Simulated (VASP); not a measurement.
**In: relaxation of cell and atoms with PBE**

The system is In.

```
In
1.0
     2.83227   -4.22735    0.00000
     2.83227    4.22735    0.00000
     0.00000    0.00000    6.40302
In
5
Direct
  0.50000 0.00000 0.25000
  0.00000 0.50000 0.75000
  0.00000 0.50000 0.25000
  0.50000 0.00000 0.75000
  0.00000 0.00000 0.00000
```

```yaml
Program: VASP 6.6.1
Task: relaxation of cell and atoms
Functional: PBE
Potentials_or_basis: VASP PAW PBE potentials, release 64 (In_d)
Cutoff: 600 eV
k_mesh: 4 × 4 × 4
Occupations: gaussian, width 0.1 eV
Spin: no spin polarisation
Dipole_correction: no
Further_INCAR_settings: ALGO = Normal; EDIFF = 1e-06; IBRION = 2; EDIFFG = -0.04; NSW = 90; ISIF = 3
```

- Relaxed volume: 30.09 Å³/atom
- Relaxed cell: a = 4.527 Å, b = 4.527 Å, c = 7.340 Å, α = 90.00°, β = 90.00°, γ = 89.99°
- Space group after relaxing (to 0.05 Å): P4/mmm (No. 123)
- Energy gained by relaxing: 166.2 meV/atom
- Ionic steps: 29
- Pressure after relaxing: 0.1 GPa
- Largest force after relaxing: 0.013 eV/Å

Forces in eV/Å, atoms in the order of the input:
```
In   0.000  0.000  0.013
In   0.000  0.000 -0.013
In   0.000  0.000  0.013
In   0.000  0.000 -0.013
In   0.000  0.000  0.000
```

Step by step:
| step | energy change (eV) | largest force (eV/Å) | pressure (GPa) | volume (Å³) |
| --- | --- | --- | --- | --- |
| 1 | 0.0000 | 0.5238 | 3.98 | 153.33 |
| 2 | -0.3902 | 0.1925 | -0.17 | 170.66 |
| 3 | -0.4007 | 0.1218 | -1.07 | 176.49 |
| 4 | -0.4024 | 0.1389 | -0.85 | 175.03 |
| 5 | -0.4590 | 0.1372 | -0.60 | 171.76 |
| 6 | -0.5156 | 0.1496 | -0.07 | 166.59 |
| 7 | -0.5033 | 0.1177 | 1.54 | 155.93 |
| 8 | -0.5373 | 0.1499 | 0.44 | 162.27 |
| 9 | -0.5377 | 0.1428 | 0.59 | 161.33 |
| 10 | -0.5680 | 0.0652 | 0.08 | 163.24 |
| 11 | -0.5791 | 0.0232 | -0.41 | 164.84 |
| 12 | -0.6068 | 0.0991 | -0.14 | 161.84 |
| 13 | -0.6376 | 0.2482 | 0.28 | 157.96 |
| 14 | -0.6592 | 0.4194 | 1.12 | 149.83 |
| 15 | -0.6672 | 0.4307 | 1.08 | 149.51 |
| 16 | -0.7084 | 0.4176 | 0.95 | 148.51 |
| 17 | -0.7488 | 0.3724 | 1.13 | 146.29 |
| 18 | -0.7510 | 0.3807 | 1.08 | 146.72 |
| 19 | -0.7678 | 0.3454 | 0.78 | 147.72 |
| 20 | -0.8013 | 0.2490 | 0.04 | 150.74 |
| 21 | -0.8066 | 0.0917 | -0.91 | 156.87 |
| 22 | -0.8129 | 0.1544 | -0.57 | 154.37 |
| 23 | -0.8196 | 0.1177 | -0.45 | 153.54 |
| 24 | -0.8261 | 0.0433 | -0.15 | 152.05 |
| 25 | -0.8264 | 0.0168 | -0.04 | 151.58 |
| 26 | -0.8295 | 0.0147 | 0.06 | 151.11 |
| 27 | -0.8307 | 0.0132 | 0.11 | 150.74 |
| 28 | -0.8303 | 0.0109 | 0.21 | 150.00 |
| 29 | -0.8310 | 0.0126 | 0.12 | 150.46 |

Final structure:
```xyz
5
Lattice="3.2016 -3.2011 0.0000 3.2016 3.2011 0.0000 0.0000 0.0000 7.3403" Properties=species:S:1:pos:R:3 pbc="T T T"
In    1.6008   -1.6005    2.1594
In    1.6008    1.6005    5.1809
In    1.6008    1.6005    2.1594
In    1.6008   -1.6005    5.1809
In    0.0000    0.0000    0.0000
```

Levels at points of the mesh, in eV from the Fermi level:
```tsv
k point	band 31	band 32	band 33	band 34	band 35	band 36
(0.00, 0.00, 0.00)	-1.15	0.21	1.05	1.05	1.75	1.96
(0.50, 0.00, 0.00)	-2.06	0.46	1.66	1.80	2.38	2.95
(0.50, 0.50, 0.00)	-2.81	-2.62	-1.55	-1.55	-1.10	-0.57
(0.00, 0.00, 0.50)	-0.62	-0.40	-0.40	-0.32	-0.32	2.97
(0.50, 0.00, 0.50)	-0.45	0.76	0.90	0.93	1.86	2.06
(0.50, 0.50, 0.50)	-3.54	-2.57	-1.60	1.36	1.36	1.50
```

Run time: 28 min on 1 thread of AMD EPYC 9R45 96-Core Processor (Zen 5) (shared host), peak memory 0.33 GiB.

Caveat: spin-orbit coupling is left out, which moves the levels of the heavy elements.
